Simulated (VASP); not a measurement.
# WS2 in VASP: further runs

WS2 is run at these levels: PBEsol, r2SCAN+U; tasks: single point.

Everything below comes from runs of VASP 6.6.1. Logs are shortened: lines on timing, memory, paths and dates and some standing lists are left out, and cuts for length are marked.

## Step 1: The cell of the first run

The cell holds a slab with vacuum, 9 atoms: a = 3.183 Å, b = 3.183 Å, c = 28.532 Å, α = 90.00°, β = 90.00°, γ = 120.00°.

## Step 2: Single point, PBEsol

File INCAR:

```
  PREC = Accurate
  ENCUT = 520
  EDIFF = 1E-6
  ISMEAR = -1
  SIGMA = 0.05
  LREAL = False
  LASPH = True
  NELM = 60
  ALGO = Normal
  ISIF = 2
  LWAVE = False
  LCHARG = True
  GGA = PS
  LELF = True
  LVHAR = True
  NBANDS = 49
```

File KPOINTS:

```
regular mesh
0
Gamma
  10 10 1
```

File POSCAR:

```
WS2
1.0
    3.1829541699      0.0000000000      0.0000000000
   -1.5914770850      2.7565191702      0.0000000000
    0.0000000000      0.0000000000     28.5322178600
W S
3 6
Direct
    0.6666666667      0.3333333333      0.4343616800
    0.6666666667      0.3333333333      0.8855337800
    0.0000000000      0.0000000000      0.6592864300
    0.6666666667      0.3333333333      0.6046252100
    0.0000000000      0.0000000000      0.3797102500
    0.0000000000      0.0000000000      0.8308482800
    0.6666666667      0.3333333333      0.7139522100
    0.0000000000      0.0000000000      0.4890304200
    0.0000000000      0.0000000000      0.9401857300
```

Potentials or basis: VASP PAW PBE potentials, release 64 (W_sv, S).

The run is started by

```sh
cat potpaw_PBE.64/W_sv/POTCAR potpaw_PBE.64/S/POTCAR > POTCAR
mpirun -np 1 vasp_std > vasp.out
```

OUTCAR:

```text
PREC = Accurate
   ENCUT = 520
   EDIFF = 1E-6
   ISMEAR = -1
   LREAL = False
   LASPH = True
   NELM = 60
   ISIF = 2
   GGA = PS

 ion  position               nearest neighbor table
   1  0.667  0.333  0.434-   5 2.41   5 2.41   5 2.41   8 2.41   8 2.41   8 2.41
   2  0.667  0.333  0.886-   9 2.41   9 2.41   9 2.41   6 2.41   6 2.41   6 2.41
   3  0.000  0.000  0.659-   4 2.41   4 2.41   4 2.41   7 2.41   7 2.41   7 2.41
   4  0.667  0.333  0.605-   3 2.41   3 2.41   3 2.41
   5  0.000  0.000  0.380-   1 2.41   1 2.41   1 2.41
   6  0.000  0.000  0.831-   2 2.41   2 2.41   2 2.41
   7  0.667  0.333  0.714-   3 2.41   3 2.41   3 2.41
   8  0.000  0.000  0.489-   1 2.41   1 2.41   1 2.41
   9  0.000  0.000  0.940-   2 2.41   2 2.41   2 2.41

  LATTYP: Found a hexagonal cell.
 ALAT       =     3.1829541699
 C/A-ratio  =     8.9640680754

  Lattice vectors:

 A1 = (   3.1829541699,   0.0000000000,   0.0000000000)
 A2 = (  -1.5914770850,   2.7565191702,   0.0000000000)
 A3 = (   0.0000000000,   0.0000000000,  28.5322178600)

Analysis of symmetry for initial positions (statically):
=====================================================================
 Subroutine PRICEL returns:
 Original cell was already a primitive cell.

 Routine SETGRP: Setting up the symmetry group for a
 hexagonal supercell.

 Subroutine GETGRP returns: Found  6 space group operations
 (whereof  6 operations were pure point group operations)
 out of a pool of 24 trial point group operations.

The static configuration has the point symmetry C_3v.

Analysis of symmetry for dynamics (positions and initial velocities):
=====================================================================
 Subroutine PRICEL returns:
 Original cell was already a primitive cell.

 Routine SETGRP: Setting up the symmetry group for a
 hexagonal supercell.

 Subroutine GETGRP returns: Found  6 space group operations
 (whereof  6 operations were pure point group operations)
 out of a pool of 24 trial point group operations.

The dynamic configuration has the point symmetry C_3v.

 Subroutine INISYM returns: Found  6 space group operations
 (whereof  6 operations are pure point group operations),
 and found     1 'primitive' translations

----------------------------------------------------------------------------------------

                                     Primitive cell

  volume of cell :     250.3381

  direct lattice vectors                    reciprocal lattice vectors
     3.182954170  0.000000000  0.000000000     0.314173547  0.181388182  0.000000000
[... 97 lines left out ...]
   POTIM  = 0.5000    time-step for ionic-motion
   TEBEG  =    0.0;   TEEND  =   0.0 temperature during run
   PSTRESS=    0.0 pullay stress
   NELECT =      78.0000    total number of electrons
   NUPDOWN=      -1.0000    fix difference up-down
   EMIN   =  10.00;   EMAX   =-10.00  energy-range for DOS
   EFERMI =   0.00;   METHOD = LEGACY
   ISMEAR =    -1;   SIGMA  =   0.05  broadening in eV -4-tet -1-fermi 0-gaus
   EFERMI_NEDOS =   21; number of points for ismear=-14 and -15
   IALGO  =     38    algorithm
   IMIX   =      4    mixing-type and parameters
     AMIX     =   0.40;   BMIX     =  1.00
     AMIX_MAG =   1.60;   BMIX_MAG =  1.00
  volume/ion in A,a.u.               =      27.82       187.71
  Fermi-wavevector in a.u.,A,eV,Ry     =   1.109849  2.097311 16.759190  1.231766
  Thomas-Fermi vector in A             =   2.246394
   LORBIT       =      0    0 simple, 1 ext, 2 COOP (PROOUT), +10 PAW based schemes
   GGA     = PS    functional components
   LHFCALC =     F    Hartree Fock is set to
   AEXX    =    0.0000 exact exchange contribution
   IVDW    =     0    specifies the selected vdW correction
   LEPSILON=     F    determine dielectric tensor
   LRPA    =     F    only Hartree local field effects (RPA)
 non-spin polarized calculation
  energy-cutoff  :      520.00
  volume of cell :      250.34
 maximum number of plane-waves:      6792
 NGX is ok and might be reduce to    24
   NGX = 11   NGY = 11   NGZ =107

 number of electron      78.0000002 magnetization

 Free energy of the ion-electron system (eV)
  ---------------------------------------------------
  ext. energy  EPLUGINS =         0.00000000
  ---------------------------------------------------
  free energy    TOTEN  =       -75.76134198 eV

  energy without entropy =      -75.76134191  energy(sigma->0) =      -75.76134195

 E-fermi :   3.3147     XC(G=0):  -7.5400

 val. band max:        2.6600424129   @ k =   0.0000   0.0000   0.0000
 cond. band min:       4.1050415555   @ k =   0.2000   0.2000   0.0000
 fundamental gap:      1.4449991426
 Fermi energy:         3.3146652841

 k-point     1 :       0.0000    0.0000    0.0000
  band No.  band energies     occupation
      1     -71.7411      2.00000
      2     -71.7401      2.00000
      3     -71.7400      2.00000
      4     -35.9874      2.00000
      5     -35.9863      2.00000
      6     -35.9861      2.00000
[... 717 lines left out ...]
     48       6.1951      0.00000
     49       7.5230      0.00000

------------------------ aborting loop because EDIFF is reached ----------------------------------------

  FORCE on cell =-STRESS in cart. coord.  units (eV):
  Direction    XX          YY          ZZ          XY          YZ          ZX
  --------------------------------------------------------------------------------------
  -------------------------------------------------------------------------------------
  Total       -3.7222416     -3.7222416     -1.0791201      0.0000000      0.0000000      0.0000000
  in kB      -23.8225480    -23.8225480     -6.9064268      0.0000000      0.0000000      0.0000000
  external PRESSURE =     -18.1838410 kB  Pullay stress =       0.0000000 kB

 VOLUME and BASIS-vectors are now :
 -----------------------------------------------------------------------------
  energy-cutoff  :      520.00
  volume of cell :      250.34
      direct lattice vectors                 reciprocal lattice vectors
     3.182954170  0.000000000  0.000000000     0.314173547  0.181388182  0.000000000
    -1.591477085  2.756519170  0.000000000     0.000000000  0.362776363  0.000000000
     0.000000000  0.000000000 28.532217860     0.000000000  0.000000000  0.035048099

 POSITION                                       TOTAL-FORCE (eV/Angst)
 -----------------------------------------------------------------------------------
      1.59148      0.91884     12.39330        -0.000000     -0.000000     -0.006711
      1.59148      0.91884     25.26624        -0.000000     -0.000000     -0.002499
      0.00000      0.00000     18.81090         0.000000      0.000000      0.003888
      1.59148      0.91884     17.25130        -0.000000      0.000000      0.079683
      0.00000      0.00000     10.83398         0.000000     -0.000000      0.099427
      0.00000      0.00000     23.70594         0.000000     -0.000000      0.089020
      1.59148      0.91884     20.37064         0.000000     -0.000000     -0.080135
      0.00000      0.00000     13.95312        -0.000000     -0.000000     -0.082037
      0.00000      0.00000     26.82558        -0.000000     -0.000000     -0.100636
 -----------------------------------------------------------------------------------
    total drift:                               -0.000000      0.000000     -0.000321

  FREE ENERGIE OF THE ION-ELECTRON SYSTEM (eV)
  ---------------------------------------------------
  free  energy   TOTEN  =       -75.7613419810 eV

  energy  without entropy=      -75.7613419114  energy(sigma->0) =      -75.76134195
```

OSZICAR:

```text
N       E                     dE             d eps       ncg     rms          rms(c)
DAV:   1     0.776745989386E+03    0.77675E+03   -0.41880E+04  1588   0.148E+03
DAV:   2    -0.231880495458E+02   -0.79993E+03   -0.77567E+03  1660   0.394E+02
DAV:   3    -0.776412453237E+02   -0.54453E+02   -0.53543E+02  1703   0.986E+01
[... 15 lines left out ...]
DAV:  19    -0.757612909813E+02   -0.32658E-04   -0.49008E-07  1104   0.318E-03    0.205E-03
DAV:  20    -0.757613266470E+02   -0.35666E-04   -0.11785E-06  1176   0.294E-03    0.231E-03
DAV:  21    -0.757613309003E+02   -0.42533E-05   -0.97817E-08   936   0.130E-03    0.151E-03
DAV:  22    -0.757613394421E+02   -0.85418E-05   -0.19590E-07  1032   0.102E-03    0.112E-03
DAV:  23    -0.757613412859E+02   -0.18438E-05   -0.33673E-08   968   0.506E-04    0.747E-04
DAV:  24    -0.757613419810E+02   -0.69512E-06   -0.21710E-08   880   0.453E-04
   1 F= -.75761342E+02 E0= -.75761342E+02  d E =-.696298E-07
```

stdout:

```text
POSCAR found type information on POSCAR W S
 POSCAR found :  2 types and       9 ions
 scaLAPACK will be used
 -----------------------------------------------------------------------------
|                                                                             |
|                                                                             |
|     You enforced a specific xc type in the INCAR file but a different       |
|     I HOPE YOU KNOW WHAT YOU ARE DOING!                                     |
|                                                                             |
 -----------------------------------------------------------------------------

 LDA part: xc-table for (Slater+PW92), standard interpolation
 POSCAR, INCAR and KPOINTS ok, starting setup
 FFT: planning ... GRIDC
 FFT: planning ... GRID_SOFT
 FFT: planning ... GRID
 WAVECAR not read
 entering main loop
```

Wall time 4.3 min (1 thread of Intel Xeon 6975P-C, shared host); peak memory 0.41 GiB.

Results:

- Free energy: -75.7613 eV
- Largest force: 0.101 eV/Å
- Band gap on the k mesh: 1.45 eV, indirect (least direct gap 2.11 eV)

Forces in eV/Å, atoms in the order of the input:
```
W    0.000  0.000 -0.007
W    0.000  0.000 -0.002
W    0.000  0.000  0.004
S    0.000  0.000  0.080
S    0.000  0.000  0.099
S    0.000  0.000  0.089
S    0.000  0.000 -0.080
S    0.000  0.000 -0.082
S    0.000  0.000 -0.101
```

Caveat: the PAW data sets were made with another functional, which shifts forces and pressure a little; spin-orbit coupling is left out, which moves the levels of the heavy elements.

## Step 3: Single point, PBEsol

This run uses another cell than the first one, of 27.01 Å³/atom, 0.971 times its volume.

File INCAR:

```
PREC = Accurate ; ENCUT = 520
EDIFF = 1E-6 ; ISMEAR = -1
SIGMA = 0.05 ; LREAL = F
LASPH = T ; NELM = 60
ALGO = Normal ; ISIF = 2
LWAVE = F ; LCHARG = F
GGA = PS ; NBANDS = 49
```

File KPOINTS:

```
Automatic mesh
0
Gamma
  10 10 1
```

File POSCAR:

```
WS2
1.0
    3.1459972627      0.0000000000      0.0000000000
   -1.5729986314      2.7245135497      0.0000000000
    0.0000000000      0.0000000000     28.3646249049
W S
3 6
Direct
    0.6666666667      0.3333333333      0.4356084538
    0.6666666667      0.3333333333      0.8838066726
    0.0000000000      0.0000000000      0.6597628837
    0.6666666667      0.3333333333      0.6045005303
    0.0000000000      0.0000000000      0.3803840794
    0.0000000000      0.0000000000      0.8285403238
    0.6666666667      0.3333333333      0.7150251030
    0.0000000000      0.0000000000      0.4908746148
    0.0000000000      0.0000000000      0.9390313288
```

Potentials or basis: VASP PAW PBE potentials, release 64 (W_sv, S).

The run is started by

```sh
cat potpaw_PBE.64/W_sv/POTCAR potpaw_PBE.64/S/POTCAR > POTCAR
mpirun -np 1 vasp_std > vasp.out
```

Wall time 7.1 min (1 thread of Intel Xeon 6975P-C, shared host); peak memory 0.41 GiB.

It converged, with:

* Free energy: -75.8017 eV
* Largest force: 0.026 eV/Å
* Band gap on the k mesh: 1.43 eV, indirect (least direct gap 2.23 eV)

Forces in eV/Å, atoms in the order of the input:
```
W    0.000  0.000  0.000
W    0.000  0.000  0.000
W    0.000  0.000  0.000
S    0.000  0.000 -0.025
S    0.000  0.000 -0.025
S    0.000  0.000 -0.025
S    0.000  0.000  0.025
S    0.000  0.000  0.026
S    0.000  0.000  0.025
```

Levels at points of the mesh, in eV from the valence-band top:
| k point | band 35 | band 36 | band 37 | band 38 | band 39 | band 40 | band 41 | band 42 | band 43 | band 44 |
| --- | --- | --- | --- | --- | --- | --- | --- | --- | --- | --- |
| (0.00, 0.00, 0.00) | -1.95 | -1.93 | -0.80 | -0.34 | 0.00 | 2.58 | 2.58 | 2.59 | 2.59 | 2.59 |
| (0.50, 0.00, 0.00) | -1.59 | -1.54 | -1.42 | -1.37 | -1.34 | 2.60 | 2.61 | 2.62 | 2.93 | 3.03 |

Caveat: the PAW data sets were made with another functional, which shifts forces and pressure a little; spin-orbit coupling is left out, which moves the levels of the heavy elements.

## Step 4: Single point, r2SCAN+U

File POSCAR:

```
WS2
1.0
    3.1829541699      0.0000000000      0.0000000000
   -1.5914770850      2.7565191702      0.0000000000
    0.0000000000      0.0000000000     28.5322178600
W S
3 6
Direct
    0.6666666667      0.3333333333      0.4343616800
    0.6666666667      0.3333333333      0.8855337800
    0.0000000000      0.0000000000      0.6592864300
    0.6666666667      0.3333333333      0.6046252100
    0.0000000000      0.0000000000      0.3797102500
    0.0000000000      0.0000000000      0.8308482800
    0.6666666667      0.3333333333      0.7139522100
    0.0000000000      0.0000000000      0.4890304200
    0.0000000000      0.0000000000      0.9401857300
```

File INCAR.step1:

```
PREC = Accurate
ENCUT = 520
ISMEAR = -1
SIGMA = 0.05
LREAL = False
LASPH = True
NELM = 150
LMAXMIX = 4
LDAU = True
LDAUTYPE = 2
LDAUL = 2 -1
LDAUU = 2 0
LDAUJ = 0 0
NBANDS = 49
GGA = PE
ALGO = Normal
EDIFF = 1E-4
LWAVE = True
LCHARG = False
```

File INCAR.step2:

```
PREC = Accurate
ENCUT = 520
EDIFF = 1E-6
ISMEAR = -1
SIGMA = 0.05
LREAL = False
LASPH = True
NELM = 150
ALGO = Normal
ISIF = 2
LWAVE = False
LCHARG = False
LMAXMIX = 4
LDAU = True
LDAUTYPE = 2
LDAUL = 2 -1
LDAUU = 2 0
LDAUJ = 0 0
LDAUPRINT = 1
METAGGA = R2SCAN
LMIXTAU = True
NBANDS = 49
ISTART = 1
```

File KPOINTS:

```
regular mesh
0
Gamma
  7 7 1
```

The run is started by

```sh
cat potpaw_PBE.64/W_sv/POTCAR potpaw_PBE.64/S/POTCAR > POTCAR
cp INCAR.step1 INCAR
mpirun -np 1 vasp_std > vasp.out
cp INCAR.step2 INCAR
mpirun -np 1 vasp_std > vasp.out
```

Run time: 7.8 min. Hardware: 1 thread of AMD EPYC 9R45 (Zen 5), shared host; peak memory 0.39 GiB.

It converged, with:

| Property | Result |
| --- | --- |
| Free energy | -203.5047 eV |
| Largest force | 0.189 eV/Å |
| Band gap on the k mesh | 1.60 eV, indirect (least direct gap 2.50 eV) |

Forces in eV/Å, atoms in the order of the input:
```
W    0.000  0.000 -0.008
W    0.000  0.000 -0.002
W    0.000  0.000  0.004
S    0.000  0.000 -0.175
S    0.000  0.000 -0.189
S    0.000  0.000 -0.169
S    0.000  0.000  0.180
S    0.000  0.000  0.172
S    0.000  0.000  0.187
```

Levels at points of the mesh, in eV from the valence-band top:
```tsv
k point	band 36	band 37	band 38	band 39	band 40	band 41	band 42	band 43
(0.00, 0.00, 0.00)	-2.10	-0.70	-0.31	0.00	2.63	2.63	2.63	2.63
```

Eigenvalues of the final occupation matrices:
```
    site  spin  trace               eigenvalues
site 1 d     1   1.67  0.32 0.32 0.33 0.33 0.36
site 1 d     2   1.67  0.32 0.32 0.33 0.33 0.36
site 2 d     1   1.67  0.32 0.32 0.33 0.33 0.36
site 2 d     2   1.67  0.32 0.32 0.33 0.33 0.36
site 3 d     1   1.67  0.32 0.32 0.33 0.33 0.36
site 3 d     2   1.67  0.32 0.32 0.33 0.33 0.36
```

Caveat: the PAW data sets were made with another functional, which shifts forces and pressure a little; spin-orbit coupling is left out, which moves the levels of the heavy elements.

[end of part 1 of 2]
